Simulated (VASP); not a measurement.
# SiN (P6_3mc) in VASP: single point with r2SCAN

Aim: the single point of SiN with r2SCAN.

Everything below comes from runs of VASP 6.6.1. Logs are shortened: lines on timing, memory, paths and dates and some standing lists are left out, and cuts for length are marked.

## (1) The cell of the first run

Symmetry: P6_3mc, No. 186, hexagonal system. Conventional cell: a = 2.812 Å, b = 2.812 Å, c = 5.606 Å, α = 90.00°, β = 90.00°, γ = 120.00°. Si (site symmetry 3m) has 4 N at 1.85 to 1.92 Å within 2.5 Å. Within 2.5 Å of N (site symmetry 3m) lie 4 Si at 1.85 to 1.92 Å.

## (2) Single point, r2SCAN

POSCAR

```
SiN
1.0
    2.8121900937      0.0000000000      0.0000000000
   -1.4060950468      2.4354280614      0.0000000000
    0.0000000000      0.0000000000      5.6064830756
Si N
2 2
Direct
    0.3333333333      0.6666666667      0.5163013295
    0.6666666667      0.3333333333      1.0163013295
    0.3333333333      0.6666666667      0.8586986705
    0.6666666667      0.3333333333      0.3586986705
```

INCAR.step1

```
PREC = Accurate
ENCUT = 520
ISMEAR = 0
SIGMA = 0.1
LREAL = F
LASPH = T
NELM = 80
NBANDS = 17
GGA = PE
ALGO = Normal
EDIFF = 1E-4
LWAVE = T
LCHARG = F
```

INCAR.step2

```
PREC = Accurate
ENCUT = 520
EDIFF = 1E-7
ISMEAR = 0
SIGMA = 0.1
LREAL = F
LASPH = T
NELM = 80
ALGO = Normal
ISIF = 2
LWAVE = F
LCHARG = T
METAGGA = R2SCAN
LMIXTAU = T
LELF = T
LVHAR = T
NBANDS = 17
ISTART = 1
```

KPOINTS

```
Automatic mesh
0
Gamma
  18 18 8
```

Potentials or basis: VASP PAW PBE potentials, release 64 (Si, N).

Launch:

```console
> cat potpaw_PBE.64/Si/POTCAR potpaw_PBE.64/N/POTCAR > POTCAR
> cp INCAR.step1 INCAR
> mpirun -np 1 vasp_std > vasp.out
> cp INCAR.step2 INCAR
> mpirun -np 1 vasp_std > vasp.out
```

OUTCAR:

```text
PREC = Accurate
   ENCUT = 520
   EDIFF = 1E-7
   ISMEAR = 0
   LREAL = F
   LASPH = T
   NELM = 80
   ISIF = 2
   METAGGA = R2SCAN
   ISTART = 1

 ion  position               nearest neighbor table
   1  0.333  0.667  0.516-   4 1.85   4 1.85   4 1.85   3 1.92
   2  0.667  0.333  0.016-   3 1.85   3 1.85   3 1.85   4 1.92
   3  0.333  0.667  0.859-   2 1.85   2 1.85   2 1.85   1 1.92
   4  0.667  0.333  0.359-   1 1.85   1 1.85   1 1.85   2 1.92

  LATTYP: Found a hexagonal cell.
 ALAT       =     2.8121900937
 C/A-ratio  =     1.9936358812

  Lattice vectors:

 A1 = (   2.8121900937,   0.0000000000,   0.0000000000)
 A2 = (  -1.4060950468,   2.4354280614,   0.0000000000)
 A3 = (   0.0000000000,   0.0000000000,   5.6064830756)

Analysis of symmetry for initial positions (statically):
=====================================================================
 Subroutine PRICEL returns:
 Original cell was already a primitive cell.

 Routine SETGRP: Setting up the symmetry group for a
 hexagonal supercell.

 Subroutine GETGRP returns: Found 12 space group operations
 (whereof  6 operations were pure point group operations)
 out of a pool of 24 trial point group operations.

The static configuration has the point symmetry C_3v.
 The point group associated with its full space group is C_6v.

Analysis of symmetry for dynamics (positions and initial velocities):
=====================================================================
 Subroutine PRICEL returns:
 Original cell was already a primitive cell.

 Routine SETGRP: Setting up the symmetry group for a
 hexagonal supercell.

 Subroutine GETGRP returns: Found 12 space group operations
 (whereof  6 operations were pure point group operations)
 out of a pool of 24 trial point group operations.

The dynamic configuration has the point symmetry C_3v.
 The point group associated with its full space group is C_6v.

 Subroutine INISYM returns: Found 12 space group operations
 (whereof  6 operations are pure point group operations),
 and found     1 'primitive' translations

----------------------------------------------------------------------------------------

                                     Primitive cell

  volume of cell :      38.3982

  direct lattice vectors                    reciprocal lattice vectors
     2.812190094  0.000000000  0.000000000     0.355594738  0.205302718  0.000000000
    -1.406095047  2.435428061  0.000000000     0.000000000  0.410605436  0.000000000
     0.000000000  0.000000000  5.606483076     0.000000000  0.000000000  0.178364937

  length of vectors
     2.812190094  2.812190094  5.606483076     0.410605436  0.410605436  0.178364937

  position of ions in fractional coordinates (direct lattice)
     0.333333333  0.666666667  0.516301330
     0.666666667  0.333333333  0.016301330
     0.333333333  0.666666667  0.858698670
     0.666666667  0.333333333  0.358698670

  ion indices of the primitive-cell ions
   primitive index   ion index
                 1           1
                 2           2
                 3           3
                 4           4

----------------------------------------------------------------------------------------

 KPOINTS: Automatic mesh

Automatic generation of k-mesh.
 Grid dimensions read from file:
 generate k-points for:   18   18    8

 Generating k-lattice:

  Cartesian coordinates                     Fractional coordinates (reciprocal lattice)
     0.019755263  0.011405707  0.000000000     0.055555556  0.000000000  0.000000000
     0.000000000  0.022811413  0.000000000     0.000000000  0.055555556  0.000000000
     0.000000000  0.000000000  0.022295617     0.000000000  0.000000000  0.125000000

  Length of vectors
     0.022811413  0.022811413  0.022295617

  Shift w.r.t. Gamma in fractional coordinates (k-lattice)
     0.000000000  0.000000000  0.000000000

 Subroutine IBZKPT returns following result:
 ===========================================

 Found    185 irreducible k-points:

 Following reciprocal coordinates:
            Coordinates               Weight
  0.000000  0.000000  0.000000      1.000000
  0.055556 -0.000000  0.000000      6.000000
  0.111111 -0.000000  0.000000      6.000000
  0.166667  0.000000  0.000000      6.000000
  0.222222  0.000000  0.000000      6.000000
  0.277778  0.000000  0.000000      6.000000
[... 16 lines left out ...]
  0.333333  0.111111  0.000000     12.000000
  0.388889  0.111111  0.000000     12.000000
 [... further k-points ...]
   k-points           NKPTS =    185   k-points in BZ     NKDIM =    185   number of bands    NBANDS=     17
   number of dos      NEDOS =    301   number of ions     NIONS =      4
   total plane-waves  NPLWV =  24192
   dimension x,y,z NGX =    24 NGY =   24 NGZ =   42
   dimension x,y,z NGXF=    48 NGYF=   48 NGZF=   84
   ions per type =               2   2
   NGX,Y,Z   is equivalent  to a cutoff of  14.19, 14.19, 12.45 a.u.
   NGXF,Y,Z  is equivalent  to a cutoff of  28.38, 28.38, 24.91 a.u.
 SYSTEM =  unknown system
   PREC   = accura    normal or accurate (medium, high low for compatibility)
   ISTART =      1    job   : 0-new  1-cont  2-samecut
   ICHARG =      0    charge: 1-file 2-atom 10-const
   ISPIN  =      1    spin polarized calculation?
   LNONCOLLINEAR =      F non collinear calculations
   LSORBIT =      F    spin-orbit coupling
   LASPH  =      T    aspherical Exc in radial PAW
   ENCUT  =  520.0 eV  38.22 Ry    6.18 a.u.   5.23  5.23 10.42*2*pi/ulx,y,z
   NELM   =     80;   NELMIN=  2; NELMDL=  0     # of ELM steps
   EDIFF  = 0.1E-06   stopping-criterion for ELM
   LREAL  =      F    real-space projection
   EDIFFG = 0.1E-05   stopping-criterion for IOM
   NSW    =      0    number of steps for IOM
   IBRION =     -1    ionic relax: 0-MD 1-quasi-New 2-CG
   NFREE  =      0    steps in history (QN), initial steepest desc. (CG)
   ISIF   =      2    stress and relaxation
   ISYM   =      2    0-nonsym 1-usesym 2-fastsym
   POTIM  = 0.5000    time-step for ionic-motion
   TEBEG  =    0.0;   TEEND  =   0.0 temperature during run
   PSTRESS=    0.0 pullay stress
   NELECT =      18.0000    total number of electrons
   NUPDOWN=      -1.0000    fix difference up-down
   EMIN   =  10.00;   EMAX   =-10.00  energy-range for DOS
   EFERMI =   0.00;   METHOD = LEGACY
   ISMEAR =     0;   SIGMA  =   0.10  broadening in eV -4-tet -1-fermi 0-gaus
   EFERMI_NEDOS =   21; number of points for ismear=-14 and -15
   IALGO  =     38    algorithm
   IMIX   =      4    mixing-type and parameters
     AMIX     =   0.40;   BMIX     =  1.00
     AMIX_MAG =   1.60;   BMIX_MAG =  1.00
  volume/ion in A,a.u.               =       9.60        64.78
  Fermi-wavevector in a.u.,A,eV,Ry     =   1.271732  2.403224 22.004723  1.617302
  Thomas-Fermi vector in A             =   2.404649
   LORBIT       =      0    0 simple, 1 ext, 2 COOP (PROOUT), +10 PAW based schemes
   METAGGA = R2SCAN    functional components
   LHFCALC =     F    Hartree Fock is set to
   AEXX    =    0.0000 exact exchange contribution
   IVDW    =     0    specifies the selected vdW correction
   LEPSILON=     F    determine dielectric tensor
   LRPA    =     F    only Hartree local field effects (RPA)
 non-spin polarized calculation
 Gauss-broadening in eV      SIGMA  =   0.10
  energy-cutoff  :      520.00
  volume of cell :       38.40
 maximum number of plane-waves:      1052
 NGX is ok and might be reduce to    24
   NGX = 11   NGY = 11   NGZ = 21

 number of electron      17.9999999 magnetization

 Free energy of the ion-electron system (eV)
  ---------------------------------------------------
  ext. energy  EPLUGINS =         0.00000000
  ---------------------------------------------------
  free energy    TOTEN  =       -36.24144030 eV

  energy without entropy =      -36.23609884  energy(sigma->0) =      -36.23876957

 E-fermi :  11.5482     XC(G=0): -12.5272

 val. band max:       11.5474603008   @ k =   0.2222   0.1667   0.0000
 cond. band min:      11.5630584927   @ k =   0.2222   0.2222   0.5000
 fundamental gap:      0.0155981920
 Fermi energy:        11.5481853453

 k-point     1 :       0.0000    0.0000    0.0000
  band No.  band energies     occupation
      1     -10.7728      2.00000
      2      -9.0083      2.00000
      3      -2.2191      2.00000
      4       4.5919      2.00000
      5       6.6775      2.00000
      6       6.6775      2.00000
[... 9 lines left out ...]
     16      20.2712      0.00000
     17      22.8040      0.00000

 k-point     2 :       0.0556   -0.0000    0.0000
  band No.  band energies     occupation
      1     -10.7157      2.00000
      2      -8.9610      2.00000
      3      -2.1562      2.00000
      4       4.6015      2.00000
      5       6.3826      2.00000
      6       6.6001      2.00000
[... 9 lines left out ...]
     16      20.2952      0.00000
     17      22.0914      0.00000

 k-point     3 :       0.1111   -0.0000    0.0000
  band No.  band energies     occupation
      1     -10.5459      2.00000
      2      -8.8216      2.00000
      3      -1.9692      2.00000
      4       4.6236      2.00000
      5       5.5865      2.00000
      6       5.9851      2.00000
[... 9 lines left out ...]
     16      20.3943      0.00000
     17      21.1273      0.00000

 k-point     4 :       0.1667    0.0000    0.0000
  band No.  band energies     occupation
      1     -10.2688      2.00000
      2      -8.5983      2.00000
      3      -1.6632      2.00000
      4       4.4787      2.00000
      5       4.6827      2.00000
      6       5.0559      2.00000
[... 9 lines left out ...]
     16      20.6481      0.00000
     17      20.6762      0.00000
[... 343 lines left out ...]
      1      -8.7961      2.00000
      2      -7.5493      2.00000
      3      -0.0882      2.00000
      4       1.3629      2.00000
      5       2.0542      2.00000
      6       4.2785      2.00000
[... 9 lines left out ...]
     16      20.5429      0.00000
     17      22.7980      0.00000

 k-point    23 :       0.3333    0.1111    0.0000
  band No.  band energies     occupation
      1      -8.2989      2.00000
      2      -7.2946      2.00000
      3       0.0793      2.00000
      4       0.8866      2.00000
      5       1.5285      2.00000
      6       3.9784      2.00000
[... 9 lines left out ...]
     16      20.9289      0.00000
     17      23.2262      0.00000

 k-point    24 :       0.3889    0.1111    0.0000
  band No.  band energies     occupation
      1      -7.8829      2.00000
      2      -7.1632      2.00000
      3      -0.2373      2.00000
      4       0.6715      2.00000
      5       1.6409      2.00000
      6       3.6483      2.00000
[... 9 lines left out ...]
     16      21.1075      0.00000
     17      23.5648      0.00000

 [... further k-points ...]
[... 5 lines left out ...]
  --------------------------------------------------------------------------------------
  -------------------------------------------------------------------------------------
  Total        0.0274922      0.0274922      0.0126652      0.0000000      0.0000000      0.0000000
  in kB        1.1471211      1.1471211      0.5284581      0.0000000      0.0000000      0.0000000
  external PRESSURE =       0.9409001 kB  Pullay stress =       0.0000000 kB

 VOLUME and BASIS-vectors are now :
 -----------------------------------------------------------------------------
  energy-cutoff  :      520.00
  volume of cell :       38.40
      direct lattice vectors                 reciprocal lattice vectors
     2.812190094  0.000000000  0.000000000     0.355594738  0.205302718  0.000000000
    -1.406095047  2.435428061  0.000000000     0.000000000  0.410605436  0.000000000
     0.000000000  0.000000000  5.606483076     0.000000000  0.000000000  0.178364937

 POSITION                                       TOTAL-FORCE (eV/Angst)
 -----------------------------------------------------------------------------------
     -0.00000      1.62362      2.89463        -0.000000      0.000000     -0.002106
      1.40610      0.81181      0.09139         0.000000     -0.000000     -0.002106
     -0.00000      1.62362      4.81428         0.000000      0.000000      0.002106
      1.40610      0.81181      2.01104        -0.000000      0.000000      0.002106
 -----------------------------------------------------------------------------------
    total drift:                                0.000000      0.000000      0.001530

  FREE ENERGIE OF THE ION-ELECTRON SYSTEM (eV)
  ---------------------------------------------------
  free  energy   TOTEN  =       -36.2414402990 eV

  energy  without entropy=      -36.2360988364  energy(sigma->0) =      -36.23876957
```

Run time: 5.4 min. Hardware: 1 thread of Intel Xeon Platinum 8259CL at 2.50GHz (Skylake/Cascade Lake), shared host; peak memory 0.23 GiB.

What came out:

| Quantity | Value |
| --- | --- |
| Free energy | -36.2414 eV |
| Pressure | 0.1 GPa |
| Band gap on the k mesh | zero (bands 9 and 10 overlap by 2.88 eV) |

Forces on the atoms (eV/Å):
```
Si   0.000  0.000 -0.002
Si   0.000  0.000 -0.002
N    0.000  0.000  0.002
N    0.000  0.000  0.002
```

Caveat: the PAW data sets were made with another functional, which shifts forces and pressure a little.
